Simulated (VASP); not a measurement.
# SiO2 (Immm) in VASP: a series of runs

SiO2 is run at these levels: PBE; tasks: single point, relaxation of cell and atoms.

All numbers are computed with VASP 6.6.1; they aren't measurements. Logs are shortened: lines on timing, memory, paths and dates and some standing lists are left out, and cuts for length are marked.

## (1) The cell of the first run

The structure is orthorhombic, space group Immm (No. 71). The conventional cell has a = 2.524 Å, b = 5.160 Å, c = 5.302 Å, α = 90.00°, β = 90.00°, γ = 90.00°. Within 2.3 Å of Si (site symmetry mmm) lie 4 O at 1.70 Å. Within 2.3 Å of O (site symmetry mm2) lie 2 Si at 1.70 Å and 1 O at 2.29 Å.

## (2) Single point, PBE

Input file INCAR:

```
SYSTEM = SiO2
PREC = Accurate
ENCUT = 520
EDIFF = 1E-7
ISMEAR = 0
SIGMA = 0.02
LREAL = .FALSE.
LASPH = .TRUE.
NELM = 100
ALGO = Normal
ISIF = 2
LWAVE = .FALSE.
LCHARG = .TRUE.
GGA = PE
LELF = .TRUE.
LVHAR = .TRUE.
NBANDS = 15
```

Input file KPOINTS:

```
Automatic mesh
0
G
  10 10 10
  0 0 0
```

Input file POSCAR:

```
SiO2
1.0
   -1.2620479699      2.5801812928      2.6511375657
    1.2620479699     -2.5801812928      2.6511375657
    1.2620479699      2.5801812928     -2.6511375657
Si O
1 2
Direct
    0.5000000000      0.5000000000      0.0000000000
    0.2843967501      0.7843967501      0.5000000000
    0.7156032499      0.2156032499      0.5000000000
```

Potentials or basis: VASP PAW PBE potentials, release 64 (Si, O).

Run with:

```sh
$ cat potpaw_PBE.64/Si/POTCAR potpaw_PBE.64/O/POTCAR > POTCAR
$ mpirun -np 1 vasp_std > vasp.out
```

OUTCAR:

```text
SYSTEM = SiO2
   PREC = Accurate
   ENCUT = 520
   EDIFF = 1E-7
   ISMEAR = 0
   LREAL = .FALSE.
   LASPH = .TRUE.
   NELM = 100
   ISIF = 2
   GGA = PE

 ion  position               nearest neighbor table
   1  0.500  0.500  0.000-   3 1.70   2 1.70   3 1.70   2 1.70
   2  0.284  0.784  0.500-   1 1.70   1 1.70
   3  0.716  0.216  0.500-   1 1.70   1 1.70

  LATTYP: Found a body centered orthorhombic cell.
 ALAT       =     2.5240959398
 B/A-ratio  =     2.0444399534
 C/A-ratio  =     2.1006630722

  Lattice vectors:

 A1 = (  -1.2620479699,   2.5801812928,   2.6511375657)
 A2 = (   1.2620479699,  -2.5801812928,   2.6511375657)
 A3 = (   1.2620479699,   2.5801812928,  -2.6511375657)

Analysis of symmetry for initial positions (statically):
=====================================================================
 Subroutine PRICEL returns:
 Original cell was already a primitive cell.

 Routine SETGRP: Setting up the symmetry group for a
 body centered orthorhombic supercell.

 Subroutine GETGRP returns: Found  8 space group operations
 (whereof  8 operations were pure point group operations)
 out of a pool of  8 trial point group operations.

The static configuration has the point symmetry D_2h.

Analysis of symmetry for dynamics (positions and initial velocities):
=====================================================================
 Subroutine PRICEL returns:
 Original cell was already a primitive cell.

 Routine SETGRP: Setting up the symmetry group for a
 body centered orthorhombic supercell.

 Subroutine GETGRP returns: Found  8 space group operations
 (whereof  8 operations were pure point group operations)
 out of a pool of  8 trial point group operations.

The dynamic configuration has the point symmetry D_2h.

 Subroutine INISYM returns: Found  8 space group operations
 (whereof  8 operations are pure point group operations),
 and found     1 'primitive' translations

----------------------------------------------------------------------------------------

                                     Primitive cell

  volume of cell :      34.5317

  direct lattice vectors                    reciprocal lattice vectors
    -1.262047970  2.580181293  2.651137566     0.000000000  0.193784833  0.188598286
     1.262047970 -2.580181293  2.651137566     0.396181454  0.000000000  0.188598286
     1.262047970  2.580181293 -2.651137566     0.396181454  0.193784833  0.000000000

  length of vectors
     3.908788940  3.908788940  3.908788940     0.270410567  0.438781333  0.441035493

  position of ions in fractional coordinates (direct lattice)
     0.500000000  0.500000000  0.000000000
     0.284396750  0.784396750  0.500000000
     0.715603250  0.215603250  0.500000000

  ion indices of the primitive-cell ions
   primitive index   ion index
                 1           1
                 2           2
                 3           3

----------------------------------------------------------------------------------------

 KPOINTS: Automatic mesh

Automatic generation of k-mesh.
 Grid dimensions read from file:
 generate k-points for:   10   10   10

 Generating k-lattice:

  Cartesian coordinates                     Fractional coordinates (reciprocal lattice)
     0.000000000  0.019378483  0.018859829     0.100000000  0.000000000  0.000000000
     0.039618145  0.000000000  0.018859829     0.000000000  0.100000000  0.000000000
     0.039618145  0.019378483  0.000000000     0.000000000  0.000000000  0.100000000

  Length of vectors
     0.027041057  0.043878133  0.044103549

  Shift w.r.t. Gamma in fractional coordinates (k-lattice)
     0.000000000  0.000000000  0.000000000

 Subroutine IBZKPT returns following result:
 ===========================================

 Found    171 irreducible k-points:

 Following reciprocal coordinates:
            Coordinates               Weight
  0.000000  0.000000  0.000000      1.000000
  0.100000  0.000000 -0.000000      4.000000
  0.200000  0.000000 -0.000000      4.000000
  0.300000 -0.000000  0.000000      4.000000
  0.400000 -0.000000  0.000000      4.000000
  0.500000 -0.000000  0.000000      2.000000
[... 16 lines left out ...]
 -0.400000  0.200000  0.000000      8.000000
 -0.300000  0.200000  0.000000      8.000000
 [... further k-points ...]
   k-points           NKPTS =    171   k-points in BZ     NKDIM =    171   number of bands    NBANDS=     15
   number of dos      NEDOS =    301   number of ions     NIONS =      3
   total plane-waves  NPLWV =  27000
   dimension x,y,z NGX =    30 NGY =   30 NGZ =   30
   dimension x,y,z NGXF=    60 NGYF=   60 NGZF=   60
   ions per type =               1   2
   NGX,Y,Z   is equivalent  to a cutoff of  12.76, 12.76, 12.76 a.u.
   NGXF,Y,Z  is equivalent  to a cutoff of  25.52, 25.52, 25.52 a.u.
 SYSTEM =  SiO2
   PREC   = accura    normal or accurate (medium, high low for compatibility)
   ISTART =      0    job   : 0-new  1-cont  2-samecut
   ICHARG =      2    charge: 1-file 2-atom 10-const
   ISPIN  =      1    spin polarized calculation?
   LNONCOLLINEAR =      F non collinear calculations
   LSORBIT =      F    spin-orbit coupling
   LASPH  =      T    aspherical Exc in radial PAW
   ENCUT  =  520.0 eV  38.22 Ry    6.18 a.u.   7.27  7.27  7.27*2*pi/ulx,y,z
   NELM   =    100;   NELMIN=  2; NELMDL= -5     # of ELM steps
   EDIFF  = 0.1E-06   stopping-criterion for ELM
   LREAL  =      F    real-space projection
   EDIFFG = 0.1E-05   stopping-criterion for IOM
   NSW    =      0    number of steps for IOM
   IBRION =     -1    ionic relax: 0-MD 1-quasi-New 2-CG
   NFREE  =      0    steps in history (QN), initial steepest desc. (CG)
   ISIF   =      2    stress and relaxation
   ISYM   =      2    0-nonsym 1-usesym 2-fastsym
   POTIM  = 0.5000    time-step for ionic-motion
   TEBEG  =    0.0;   TEEND  =   0.0 temperature during run
   PSTRESS=    0.0 pullay stress
   NELECT =      16.0000    total number of electrons
   NUPDOWN=      -1.0000    fix difference up-down
   EMIN   =  10.00;   EMAX   =-10.00  energy-range for DOS
   EFERMI =   0.00;   METHOD = LEGACY
   ISMEAR =     0;   SIGMA  =   0.02  broadening in eV -4-tet -1-fermi 0-gaus
   EFERMI_NEDOS =   21; number of points for ismear=-14 and -15
   IALGO  =     38    algorithm
   IMIX   =      4    mixing-type and parameters
     AMIX     =   0.40;   BMIX     =  1.00
     AMIX_MAG =   1.60;   BMIX_MAG =  1.00
  volume/ion in A,a.u.               =      11.51        77.68
  Fermi-wavevector in a.u.,A,eV,Ry     =   1.266802  2.393909 21.834454  1.604787
  Thomas-Fermi vector in A             =   2.399983
   LORBIT       =      0    0 simple, 1 ext, 2 COOP (PROOUT), +10 PAW based schemes
   GGA     = PE    functional components
   LHFCALC =     F    Hartree Fock is set to
   AEXX    =    0.0000 exact exchange contribution
   IVDW    =     0    specifies the selected vdW correction
   LEPSILON=     F    determine dielectric tensor
   LRPA    =     F    only Hartree local field effects (RPA)
 non-spin polarized calculation
 Gauss-broadening in eV      SIGMA  =   0.02
  energy-cutoff  :      520.00
  volume of cell :       34.53
 maximum number of plane-waves:       942
 NGX is ok and might be reduce to    30
   NGX = 15   NGY = 15   NGZ = 15

 number of electron      15.9999992 magnetization

 Free energy of the ion-electron system (eV)
  ---------------------------------------------------
  ext. energy  EPLUGINS =         0.00000000
  ---------------------------------------------------
  free energy    TOTEN  =       -21.29641347 eV

  energy without entropy =      -21.29641347  energy(sigma->0) =      -21.29641347

 E-fermi :   2.7447     XC(G=0):  -9.9524

 val. band max:        2.5938658301   @ k =  -0.4000   0.4000   0.3000
 cond. band min:       5.5980676736   @ k =   0.0000   0.0000   0.0000
 fundamental gap:      3.0042018435
 Fermi energy:         2.7446896512

 k-point     1 :       0.0000    0.0000    0.0000
  band No.  band energies     occupation
      1     -17.4057      2.00000
      2     -14.4455      2.00000
      3      -2.3473      2.00000
      4      -0.3613      2.00000
      5       0.3904      2.00000
      6       0.7033      2.00000
      7       1.2315      2.00000
      8       1.9971      2.00000
      9       5.5981      0.00000
     10       7.8360      0.00000
     11      14.9955      0.00000
     12      15.5939      0.00000
     13      19.0590      0.00000
     14      19.1235      0.00000
     15      19.3664      0.00000

 k-point     2 :       0.1000    0.0000   -0.0000
  band No.  band energies     occupation
      1     -17.3779      2.00000
      2     -14.4796      2.00000
      3      -2.3519      2.00000
      4      -0.5252      2.00000
      5       0.5100      2.00000
      6       0.6880      2.00000
      7       1.2433      2.00000
      8       1.8865      2.00000
      9       5.8057      0.00000
     10       7.9731      0.00000
     11      14.7931      0.00000
     12      15.7862      0.00000
     13      19.0863      0.00000
     14      19.1438      0.00000
     15      19.4125      0.00000

 k-point     3 :       0.2000    0.0000   -0.0000
  band No.  band energies     occupation
      1     -17.3019      2.00000
      2     -14.5726      2.00000
      3      -2.3535      2.00000
      4      -0.8221      2.00000
      5       0.6322      2.00000
      6       0.6509      2.00000
      7       1.2714      2.00000
      8       1.6872      2.00000
      9       6.3146      0.00000
     10       8.3569      0.00000
     11      14.4653      0.00000
     12      16.0528      0.00000
     13      19.0340      0.00000
     14      19.2330      0.00000
     15      19.5445      0.00000

 k-point     4 :       0.3000   -0.0000    0.0000
  band No.  band energies     occupation
      1     -17.1998      2.00000
      2     -14.6962      2.00000
      3      -2.3214      2.00000
      4      -1.1351      2.00000
      5       0.6096      2.00000
      6       0.6409      2.00000
      7       1.3016      2.00000
      8       1.5418      2.00000
      9       6.9279      0.00000
     10       8.8776      0.00000
     11      14.1744      0.00000
     12      16.1546      0.00000
     13      18.7470      0.00000
     14      19.0572      0.00000
     15      19.6911      0.00000
[... 307 lines left out ...]
 k-point    22 :       0.5000    0.2000    0.0000
  band No.  band energies     occupation
      1     -16.6338      2.00000
      2     -14.4843      2.00000
      3      -2.2599      2.00000
      4      -1.9629      2.00000
      5      -0.8814      2.00000
      6      -0.1741      2.00000
      7       1.2210      2.00000
      8       1.8684      2.00000
      9       8.6227      0.00000
     10       9.1812      0.00000
     11      15.7607      0.00000
     12      16.2301      0.00000
     13      16.5039      0.00000
     14      18.8705      0.00000
     15      19.5752      0.00000

 k-point    23 :      -0.4000    0.2000    0.0000
  band No.  band energies     occupation
      1     -16.7150      2.00000
      2     -14.3905      2.00000
      3      -2.2762      2.00000
      4      -1.9907      2.00000
      5      -0.6545      2.00000
      6      -0.0679      2.00000
      7       1.0572      2.00000
      8       2.0275      2.00000
      9       8.2535      0.00000
     10       8.7647      0.00000
     11      15.4494      0.00000
     12      16.4048      0.00000
     13      16.5414      0.00000
     14      18.5248      0.00000
     15      19.3658      0.00000

 k-point    24 :      -0.3000    0.2000    0.0000
  band No.  band energies     occupation
      1     -16.8051      2.00000
      2     -14.2880      2.00000
      3      -2.2452      2.00000
      4      -1.9283      2.00000
      5      -0.5345      2.00000
      6       0.1660      2.00000
      7       0.7976      2.00000
      8       2.1643      2.00000
      9       7.8209      0.00000
     10       8.3040      0.00000
     11      15.0184      0.00000
     12      16.5631      0.00000
     13      16.8225      0.00000
     14      18.3271      0.00000
     15      19.1133      0.00000

 [... further k-points ...]
[... 5 lines left out ...]
  --------------------------------------------------------------------------------------
  -------------------------------------------------------------------------------------
  Total        0.2871401     -0.0720964      0.1126540      0.0000000      0.0000000      0.0000000
  in kB       13.3225091     -3.3450750      5.2268378      0.0000000      0.0000000      0.0000000
  external PRESSURE =       5.0680906 kB  Pullay stress =       0.0000000 kB

 VOLUME and BASIS-vectors are now :
 -----------------------------------------------------------------------------
  energy-cutoff  :      520.00
  volume of cell :       34.53
      direct lattice vectors                 reciprocal lattice vectors
    -1.262047970  2.580181293  2.651137566     0.000000000  0.193784833  0.188598286
     1.262047970 -2.580181293  2.651137566     0.396181454  0.000000000  0.188598286
     1.262047970  2.580181293 -2.651137566     0.396181454  0.193784833  0.000000000

 POSITION                                       TOTAL-FORCE (eV/Angst)
 -----------------------------------------------------------------------------------
      0.00000      0.00000      2.65114        -0.000000      0.000000     -0.000000
      1.26205      0.00000      1.50795         0.000000      0.000000     -0.067426
      0.00000      2.58018      1.14319        -0.000000     -0.000000      0.067426
 -----------------------------------------------------------------------------------
    total drift:                               -0.000000     -0.000000      0.000000

  FREE ENERGIE OF THE ION-ELECTRON SYSTEM (eV)
  ---------------------------------------------------
  free  energy   TOTEN  =       -21.2964134721 eV

  energy  without entropy=      -21.2964134721  energy(sigma->0) =      -21.29641347
```

Wall time 1.7 min (1 thread of Intel Xeon Platinum 8259CL at 2.50GHz (Skylake/Cascade Lake), shared host); peak memory 0.21 GiB.

Results:

```yaml
Free_energy: -21.2964 eV
Pressure: 0.5 GPa
Largest_force: 0.067 eV/Å
Band_gap_on_the_k_mesh: 3.00 eV, indirect (least direct gap 3.60 eV)
```

Forces on the atoms (eV/Å):
```
Si   0.000  0.000  0.000
O    0.000  0.000 -0.067
O    0.000  0.000  0.067
```

Stress tensor (GPa, compression positive):
```
 1.33  0.00  0.00
 0.00 -0.33  0.00
 0.00  0.00  0.52
```

Levels at points of the mesh, in eV from the valence-band top:
| k point | band 4 | band 5 | band 6 | band 7 | band 8 | band 9 | band 10 | band 11 | band 12 | band 13 |
| --- | --- | --- | --- | --- | --- | --- | --- | --- | --- | --- |
| (0.00, 0.00, 0.00) | -2.96 | -2.20 | -1.89 | -1.36 | -0.60 | 3.00 | 5.24 | 12.40 | 13.00 | 16.47 |
| (0.50, 0.00, 0.00) | -4.17 | -2.03 | -1.95 | -1.26 | -1.21 | 5.06 | 6.93 | 11.31 | 13.37 | 15.89 |
| (0.00, 0.50, 0.00) | -5.67 | -3.54 | -2.04 | -0.86 | -0.79 | 5.50 | 6.83 | 11.58 | 12.81 | 14.07 |
| (0.50, 0.50, 0.00) | -5.63 | -4.10 | -1.91 | -0.39 | -0.07 | 4.97 | 6.27 | 12.21 | 13.10 | 13.29 |
| (0.50, 0.50, 0.50) | -5.49 | -2.20 | -1.10 | -0.37 | -0.11 | 6.09 | 8.39 | 10.49 | 11.06 | 15.02 |

A k mesh can miss the band edges. Expect the measured gap to be larger: semilocal functionals such as PBE lack the derivative discontinuity.

## (3) Relaxation of cell and atoms, PBE

This run uses another cell than the first one, of 11.42 Å³/atom, 0.992 times its volume.

Input file INCAR:

```
SYSTEM = SiO2
ALGO     = Normal         ! electronic algorithm
EDIFF    = 1E-7           ! SCF threshold, eV
EDIFFG   = -0.01          ! ionic threshold
ENCUT    = 600            ! plane-wave cutoff, eV
GGA      = PE             ! functional
IBRION   = 2              ! ionic algorithm
ISIF     = 3              ! what is computed and relaxed
ISMEAR   = 0              ! smearing method
LASPH    = .TRUE.         ! aspherical terms in the spheres
LCHARG   = .FALSE.        ! write CHGCAR
LREAL    = .FALSE.        ! projectors in reciprocal space
LWAVE    = .FALSE.        ! write WAVECAR
NELM     = 60             ! most SCF steps
NSW      = 100            ! ionic steps
PREC     = Accurate       ! precision mode
SIGMA    = 0.02           ! smearing width, eV
```

Input file KPOINTS:

```
k-points
0
G
  10 10 10
  0 0 0
```

Input file POSCAR:

```
SiO2
1.0
   -1.2624327574      2.5672076012      2.6437418665
    1.2624327574     -2.5672076012      2.6437418665
    1.2624327574      2.5672076012     -2.6437418665
Si O
1 2
Direct
    0.5000000000      0.5000000000      0.0000000000
    0.2838452112      0.7838452112      0.5000000000
    0.7161547888      0.2161547888      0.5000000000
```

Potentials or basis: VASP PAW PBE potentials, release 64 (Si, O).

Run with:

```sh
$ cat potpaw_PBE.64/Si/POTCAR potpaw_PBE.64/O/POTCAR > POTCAR
$ mpirun -np 1 vasp_std > vasp.out
```

Run time: 6.4 min. Hardware: 1 thread of Intel Xeon Platinum 8259CL at 2.50GHz (Skylake/Cascade Lake), shared host; peak memory 0.23 GiB.

It converged, with:

- Free energy: -21.3039 eV
- Relaxed volume: 11.26 Å³/atom
- Relaxed cell: a = 3.868 Å, b = 3.868 Å, c = 3.868 Å, α = 141.82°, β = 97.93°, γ = 94.36°
- Space group after relaxing (to 0.05 Å): Immm (No. 71)
- Energy gained by relaxing: 0.3 meV/atom
- Ionic steps: 11
- Pressure after relaxing: 0.0 GPa
- Largest force after relaxing: 0.004 eV/Å
- Band gap on the k mesh: 2.95 eV, indirect (least direct gap 3.62 eV)

Forces on the atoms (eV/Å):
```
Si   0.000  0.000  0.000
O    0.000  0.000 -0.004
O    0.000  0.000  0.004
```

Stress tensor (GPa, compression positive):
```
 0.06  0.00  0.00
 0.00  0.06  0.00
 0.00  0.00 -0.11
```

The path:
```tsv
step	energy change (eV)	largest force (eV/Å)	pressure (GPa)	volume (Å³)
1	0.0000	0.0619	0.37	34.27
2	0.0008	0.1449	-1.44	34.40
3	-0.0002	0.0064	-0.22	34.32
4	-0.0003	0.0276	-0.22	34.26
5	-0.0004	0.0417	-0.22	34.24
6	-0.0004	0.0395	-0.21	34.21
7	-0.0006	0.0331	-0.17	34.11
8	-0.0008	0.0206	-0.10	33.91
9	-0.0007	0.0044	0.07	33.50
10	-0.0009	0.0136	-0.05	33.79
11	-0.0009	0.0040	0.01	33.79
```

Final structure:
```cif
data_structure
_symmetry_space_group_name_H-M 'P 1'
_symmetry_Int_Tables_number 1
_cell_length_a 3.8682
_cell_length_b 3.8682
_cell_length_c 3.8682
_cell_angle_alpha 141.823
_cell_angle_beta 97.927
_cell_angle_gamma 94.358
_cell_volume 33.79
loop_
_atom_site_label
_atom_site_type_symbol
_atom_site_fract_x
_atom_site_fract_y
_atom_site_fract_z
_atom_site_occupancy
Si1 Si 0.50000 0.50000 0.00000 1
O1 O 0.28256 0.78256 0.50000 1
O2 O 0.71744 0.21744 0.50000 1
```

Levels at points of the mesh, in eV from the valence-band top:
```csv
k point,band 4,band 5,band 6,band 7,band 8,band 9,band 10,band 11,band 12
"(0.00, 0.00, 0.00)",-3.11,-2.13,-1.98,-1.48,-0.67,2.95,5.09,12.25,13.03
"(0.50, 0.00, 0.00)",-4.25,-2.13,-2.04,-1.36,-1.30,5.06,6.91,11.26,13.35
"(0.00, 0.50, 0.00)",-5.75,-3.61,-2.13,-1.00,-0.92,5.51,6.78,11.52,12.80
"(0.50, 0.50, 0.00)",-5.71,-4.24,-1.98,-0.45,-0.13,4.93,6.14,12.18,13.09
"(0.50, 0.50, 0.50)",-5.65,-2.34,-1.18,-0.40,-0.07,6.07,8.44,10.46,11.07
```
